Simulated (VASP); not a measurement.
# GaAs in VASP: a series of runs

Aim: see how the results for GaAs move with the level of theory and the settings. Levels: PBEsol-based global hybrid, PBE-based screened hybrid. Tasks: single point.

All numbers are computed with VASP 6.6.1; they aren't measurements. Logs are shortened: lines on timing, memory, paths and dates and some standing lists are left out, and cuts for length are marked.

## Step 1: The cell of the first run

Symmetry: I4/mmm, No. 139, tetragonal system. Conventional cell: a = 3.717 Å, b = 3.717 Å, c = 5.296 Å, α = 90.00°, β = 90.00°, γ = 90.00°. Ga (site symmetry 4/mmm) has 6 As at 2.63 to 2.65 Å within 3.5 Å. As (site symmetry 4/mmm) has 6 Ga at 2.63 to 2.65 Å within 3.5 Å.

## Step 2: Single point, PBEsol-based global hybrid

File POSCAR:

```
GaAs
1.0
   -1.8586749845      1.8586749845      2.6481904299
    1.8586749845     -1.8586749845      2.6481904299
    1.8586749845      1.8586749845     -2.6481904299
Ga As
1 1
Direct
    0.0000000000      0.0000000000      0.0000000000
    0.5000000000      0.5000000000      0.0000000000
```

File INCAR.step1:

```
SYSTEM = GaAs
  PREC = Accurate
  ENCUT = 520
  EDIFF = 1E-5
  ISMEAR = -1
  SIGMA = 0.05
  LREAL = .FALSE.
  LASPH = .TRUE.
  NELM = 100
  ALGO = Normal
  ISIF = 2
  LWAVE = .TRUE.
  LCHARG = .FALSE.
  GGA = PE
  NBANDS = 16
```

File INCAR.step2:

```
SYSTEM = GaAs
  PREC = Accurate
  ENCUT = 520
  EDIFF = 1E-6
  ISMEAR = -1
  SIGMA = 0.05
  LREAL = .FALSE.
  LASPH = .TRUE.
  NELM = 100
  ALGO = Normal
  ISIF = 2
  LWAVE = .FALSE.
  LCHARG = .FALSE.
  GGA = PS
  LHFCALC = .TRUE.
  AEXX = 0.25
  PRECFOCK = Normal
  ISTART = 1
  NBANDS = 16
```

File KPOINTS:

```
Automatic mesh
0
G
  5 5 5
  0 0 0
```

Potentials or basis: VASP PAW PBE potentials, release 64 (Ga_d, As).

Run with:

```bash
$ cat potpaw_PBE.64/Ga_d/POTCAR potpaw_PBE.64/As/POTCAR > POTCAR
$ cp INCAR.step1 INCAR
$ mpirun -np 1 vasp_std > vasp.out
$ cp INCAR.step2 INCAR
$ mpirun -np 1 vasp_std > vasp.out
```

OUTCAR:

```text
SYSTEM = GaAs
   PREC = Accurate
   ENCUT = 520
   EDIFF = 1E-6
   ISMEAR = -1
   LREAL = .FALSE.
   LASPH = .TRUE.
   NELM = 100
   ISIF = 2
   GGA = PS
   LHFCALC = .TRUE.
   AEXX = 0.25
   PRECFOCK = Normal
   ISTART = 1

 ion  position               nearest neighbor table
   1  0.000  0.000  0.000-   2 2.63   2 2.63   2 2.63   2 2.63   2 2.65   2 2.65
   2  0.500  0.500  0.000-   1 2.63   1 2.63   1 2.63   1 2.63   1 2.65   1 2.65

  LATTYP: Found a body centered tetragonal cell.
 ALAT       =     3.7173499690
 C/A-ratio  =     1.4247732670

  Lattice vectors:

 A1 = (  -1.8586749845,   1.8586749845,   2.6481904299)
 A2 = (   1.8586749845,  -1.8586749845,   2.6481904299)
 A3 = (   1.8586749845,   1.8586749845,  -2.6481904299)

Analysis of symmetry for initial positions (statically):
=====================================================================
 Subroutine PRICEL returns:
 Original cell was already a primitive cell.

 Routine SETGRP: Setting up the symmetry group for a
 body centered tetragonal supercell.

 Subroutine GETGRP returns: Found 16 space group operations
 (whereof 16 operations were pure point group operations)
 out of a pool of 16 trial point group operations.

The static configuration has the point symmetry D_4h.

Analysis of symmetry for dynamics (positions and initial velocities):
=====================================================================
 Subroutine PRICEL returns:
 Original cell was already a primitive cell.

 Routine SETGRP: Setting up the symmetry group for a
 body centered tetragonal supercell.

 Subroutine GETGRP returns: Found 16 space group operations
 (whereof 16 operations were pure point group operations)
 out of a pool of 16 trial point group operations.

The dynamic configuration has the point symmetry D_4h.

 Subroutine INISYM returns: Found 16 space group operations
 (whereof 16 operations are pure point group operations),
 and found     1 'primitive' translations

----------------------------------------------------------------------------------------

                                     Primitive cell

  volume of cell :      36.5945

  direct lattice vectors                    reciprocal lattice vectors
    -1.858674984  1.858674984  2.648190430     0.000000000  0.269008839  0.188808174
     1.858674984 -1.858674984  2.648190430     0.269008839  0.000000000  0.188808174
     1.858674984  1.858674984 -2.648190430     0.269008839  0.269008839  0.000000000

  length of vectors
     3.731254206  3.731254206  3.731254206     0.328655263  0.328655263  0.380435949

  position of ions in fractional coordinates (direct lattice)
     0.000000000  0.000000000  0.000000000
     0.500000000  0.500000000  0.000000000

  ion indices of the primitive-cell ions
   primitive index   ion index
                 1           1
                 2           2

----------------------------------------------------------------------------------------

 KPOINTS: Automatic mesh

Automatic generation of k-mesh.
 Grid dimensions read from file:
 generate k-points for:    5    5    5

 Generating k-lattice:

  Cartesian coordinates                     Fractional coordinates (reciprocal lattice)
     0.000000000  0.053801768  0.037761635     0.200000000  0.000000000  0.000000000
     0.053801768  0.000000000  0.037761635     0.000000000  0.200000000  0.000000000
     0.053801768  0.053801768  0.000000000     0.000000000  0.000000000  0.200000000

  Length of vectors
     0.065731053  0.065731053  0.076087190

  Shift w.r.t. Gamma in fractional coordinates (k-lattice)
     0.000000000  0.000000000  0.000000000

 Subroutine IBZKPT returns following result:
 ===========================================

 Found     18 irreducible k-points:

 Following reciprocal coordinates:
            Coordinates               Weight
  0.000000  0.000000  0.000000      1.000000
  0.200000  0.000000  0.000000      8.000000
  0.400000  0.000000 -0.000000      8.000000
  0.200000  0.200000  0.000000      8.000000
  0.400000  0.200000  0.000000     16.000000
 -0.400000  0.200000  0.000000     16.000000
[... 10 lines left out ...]
 -0.400000  0.400000  0.400000      4.000000
 -0.400000 -0.400000  0.400000      2.000000
   k-points           NKPTS =     18   k-points in BZ     NKDIM =    125   number of bands    NBANDS=     16
   number of dos      NEDOS =    301   number of ions     NIONS =      2
   total plane-waves  NPLWV =  21952
   dimension x,y,z NGX =    28 NGY =   28 NGZ =   28
   dimension x,y,z NGXF=    56 NGYF=   56 NGZF=   56
   ions per type =               1   1
   NGX,Y,Z   is equivalent  to a cutoff of  12.48, 12.48, 12.48 a.u.
   NGXF,Y,Z  is equivalent  to a cutoff of  24.95, 24.95, 24.95 a.u.
 SYSTEM =  GaAs
   PREC   = accura    normal or accurate (medium, high low for compatibility)
   ISTART =      1    job   : 0-new  1-cont  2-samecut
   ICHARG =      0    charge: 1-file 2-atom 10-const
   ISPIN  =      1    spin polarized calculation?
   LNONCOLLINEAR =      F non collinear calculations
   LSORBIT =      F    spin-orbit coupling
   LASPH  =      T    aspherical Exc in radial PAW
   ENCUT  =  520.0 eV  38.22 Ry    6.18 a.u.   6.94  6.94  6.94*2*pi/ulx,y,z
   NELM   =    100;   NELMIN=  2; NELMDL=  0     # of ELM steps
   EDIFF  = 0.1E-05   stopping-criterion for ELM
   LREAL  =      F    real-space projection
   EDIFFG = 0.1E-04   stopping-criterion for IOM
   NSW    =      0    number of steps for IOM
   IBRION =     -1    ionic relax: 0-MD 1-quasi-New 2-CG
   NFREE  =      0    steps in history (QN), initial steepest desc. (CG)
   ISIF   =      2    stress and relaxation
   ISYM   =      3    0-nonsym 1-usesym 2-fastsym
   POTIM  = 0.5000    time-step for ionic-motion
   TEBEG  =    0.0;   TEEND  =   0.0 temperature during run
   PSTRESS=    0.0 pullay stress
   NELECT =      18.0000    total number of electrons
   NUPDOWN=      -1.0000    fix difference up-down
   EMIN   =  10.00;   EMAX   =-10.00  energy-range for DOS
   EFERMI =   0.00;   METHOD = LEGACY
   ISMEAR =    -1;   SIGMA  =   0.05  broadening in eV -4-tet -1-fermi 0-gaus
   EFERMI_NEDOS =   21; number of points for ismear=-14 and -15
   IALGO  =     38    algorithm
   IMIX   =      1    mixing-type and parameters
     AMIX     =   0.40;   BMIX     =  1.00
     AMIX_MAG =   1.60;   BMIX_MAG =  1.00
  volume/ion in A,a.u.               =      18.30       123.48
  Fermi-wavevector in a.u.,A,eV,Ry     =   1.292291  2.442076 22.721945  1.670016
  Thomas-Fermi vector in A             =   2.424008
   LORBIT       =      0    0 simple, 1 ext, 2 COOP (PROOUT), +10 PAW based schemes
   GGA     = PS    functional components
   LHFCALC =     T    Hartree Fock is set to
   PRECFOCK=normal    Normal, Fast or Accurate (Low or Medium for compatibility)
   ENCUT4O =  -1.0   cutoff for four orbital integrals eV
   NKREDX  =     1    reduce k-point grid by
   NKREDY  =     1    reduce k-point grid by
   NKREDZ  =     1    reduce k-point grid by
   AEXX    =    0.2500 exact exchange contribution
   HFSCREEN=    0.0000 screening length (either q_TF or 0.3 A-1)
   HFSCREENC=   0.0000 screening length for correlation (either q_TF or 0.3 A-1)
   ENCUTFOCK=  -1.0 apply spherical cutoff to Coloumb kernel
   IVDW    =     0    specifies the selected vdW correction
   LEPSILON=     F    determine dielectric tensor
   LRPA    =     F    only Hartree local field effects (RPA)
 non-spin polarized calculation
  energy-cutoff  :      520.00
  volume of cell :       36.59
 maximum number of plane-waves:       994
  NGX = 24; NGY = 24; NGZ = 24

 number of electron      17.9999998 magnetization

 Free energy of the ion-electron system (eV)
  ---------------------------------------------------
  ext. energy  EPLUGINS =         0.00000000
  ---------------------------------------------------
  free energy    TOTEN  =       -10.42981222 eV

  energy without entropy =      -10.42620226  energy(sigma->0) =      -10.42800724

 E-fermi :   5.9116     XC(G=0):  -8.7008

 val. band max:        5.4333375412   @ k =   0.4000   0.0000  -0.0000
 cond. band min:       5.9665125063   @ k =   0.4000   0.0000  -0.0000
 fundamental gap:      0.5331749651
 Fermi energy:         5.9115834300

 k-point     1 :       0.0000    0.0000    0.0000
  band No.  band energies     occupation
      1     -12.5366      2.00000
      2     -12.5321      2.00000
      3     -12.5081      2.00000
      4     -12.5007      2.00000
      5     -12.5007      2.00000
      6      -9.9654      2.00000
[... 8 lines left out ...]
     15      15.0500      0.00000
     16      15.0500      0.00000

 k-point     2 :       0.2000    0.0000    0.0000
  band No.  band energies     occupation
      1     -12.5481      2.00000
      2     -12.5430      2.00000
      3     -12.5058      2.00000
      4     -12.4941      2.00000
      5     -12.4907      2.00000
      6      -9.3352      2.00000
[... 8 lines left out ...]
     15      15.3762      0.00000
     16      15.3995      0.00000

 k-point     3 :       0.4000    0.0000   -0.0000
  band No.  band energies     occupation
      1     -12.5690      2.00000
      2     -12.5633      2.00000
      3     -12.5103      2.00000
      4     -12.4747      2.00000
      5     -12.4719      2.00000
      6      -7.6749      2.00000
[... 8 lines left out ...]
     15      18.8582      0.00000
     16      18.9036      0.00000

 k-point     4 :       0.2000    0.2000    0.0000
  band No.  band energies     occupation
      1     -12.5671      2.00000
      2     -12.5588      2.00000
      3     -12.5036      2.00000
      4     -12.4852      2.00000
      5     -12.4818      2.00000
      6      -8.3202      2.00000
[... 8 lines left out ...]
     15      17.0064      0.00000
     16      20.1347      0.00000

 k-point     5 :       0.4000    0.2000    0.0000
  band No.  band energies     occupation
      1     -12.6063      2.00000
      2     -12.5566      2.00000
      3     -12.5004      2.00000
      4     -12.4808      2.00000
      5     -12.4691      2.00000
      6      -6.7257      2.00000
[... 8 lines left out ...]
     15      18.5205      0.00000
     16      18.6899      0.00000

 k-point     6 :      -0.4000    0.2000    0.0000
  band No.  band energies     occupation
      1     -12.6152      2.00000
      2     -12.5368      2.00000
      3     -12.5095      2.00000
      4     -12.4796      2.00000
      5     -12.4696      2.00000
      6      -7.7173      2.00000
[... 8 lines left out ...]
     15      20.2846      0.00000
     16      20.5359      0.00000
[... 153 lines left out ...]
 k-point    15 :      -0.2000   -0.4000    0.2000
  band No.  band energies     occupation
      1     -12.6108      2.00000
      2     -12.5411      2.00000
      3     -12.5153      2.00000
      4     -12.4768      2.00000
      5     -12.4678      2.00000
      6      -7.7498      2.00000
[... 8 lines left out ...]
     15      20.1957      0.00000
     16      20.4542      0.00000

 k-point    16 :      -0.2000   -0.2000    0.2000
  band No.  band energies     occupation
      1     -12.5773      2.00000
      2     -12.5299      2.00000
      3     -12.5166      2.00000
      4     -12.4852      2.00000
      5     -12.4852      2.00000
      6      -9.1177      2.00000
[... 8 lines left out ...]
     15      17.6868      0.00000
     16      17.6868      0.00000

 k-point    17 :      -0.4000    0.4000    0.4000
  band No.  band energies     occupation
      1     -12.6701      2.00000
      2     -12.5327      2.00000
      3     -12.5208      2.00000
      4     -12.4635      2.00000
      5     -12.4562      2.00000
      6      -6.0339      2.00000
[... 8 lines left out ...]
     15      20.6047      0.00000
     16      21.4997      0.00000

 k-point    18 :      -0.4000   -0.4000    0.4000
  band No.  band energies     occupation
      1     -12.6797      2.00000
      2     -12.5303      2.00000
      3     -12.5190      2.00000
      4     -12.4573      2.00000
      5     -12.4573      2.00000
      6      -6.8502      2.00000
[... 8 lines left out ...]
     15      20.3304      0.00000
     16      23.2179      0.00000

------------------------ aborting loop because EDIFF is reached ----------------------------------------

  FORCE on cell =-STRESS in cart. coord.  units (eV):
  Direction    XX          YY          ZZ          XY          YZ          ZX
  --------------------------------------------------------------------------------------
  -------------------------------------------------------------------------------------
  Total       -0.0304725     -0.0304725     -0.0243469      0.0000000     -0.0000000      0.0000000
  in kB       -1.3341433     -1.3341433     -1.0659552      0.0000000     -0.0000000      0.0000000
  external PRESSURE =      -1.2447472 kB  Pullay stress =       0.0000000 kB

 VOLUME and BASIS-vectors are now :
 -----------------------------------------------------------------------------
  energy-cutoff  :      520.00
  volume of cell :       36.59
      direct lattice vectors                 reciprocal lattice vectors
    -1.858674984  1.858674984  2.648190430     0.000000000  0.269008839  0.188808174
     1.858674984 -1.858674984  2.648190430     0.269008839  0.000000000  0.188808174
     1.858674984  1.858674984 -2.648190430     0.269008839  0.269008839  0.000000000

 POSITION                                       TOTAL-FORCE (eV/Angst)
 -----------------------------------------------------------------------------------
      0.00000      0.00000      0.00000         0.000000      0.000000     -0.000000
      0.00000      0.00000      2.64819        -0.000000     -0.000000      0.000000
 -----------------------------------------------------------------------------------
    total drift:                                0.000000     -0.000000      0.000000

  FREE ENERGIE OF THE ION-ELECTRON SYSTEM (eV)
  ---------------------------------------------------
  free  energy   TOTEN  =       -10.4298122193 eV

  energy  without entropy=      -10.4262022568  energy(sigma->0) =      -10.42800724
```

Run time: 36 min. Hardware: 1 thread of Intel Xeon Platinum 8488C (Sapphire Rapids), shared host; peak memory 0.19 GiB.

Results:

```
Free energy            : -10.4298 eV
Pressure               : -0.1 GPa
Band gap on the k mesh : zero (band 9 reaches 6.51 eV, above the bottom of band 10 at 2.38 eV)
```

Levels at points of the mesh, in eV from the Fermi level:
```
           k point  band 5  band 6  band 7  band 8  band 9  band 10  band 11  band 12  band 13  band 14
(0.00, 0.00, 0.00)  -18.41  -15.88   -0.70   -0.70   -0.59     1.12     7.98     8.08     8.08     8.85
```

Caveat: the k points lie up to 0.48 Å⁻¹ apart; the PAW data sets were made with another functional, which shifts forces and pressure a little.

(Continued in part 2 of 2.)
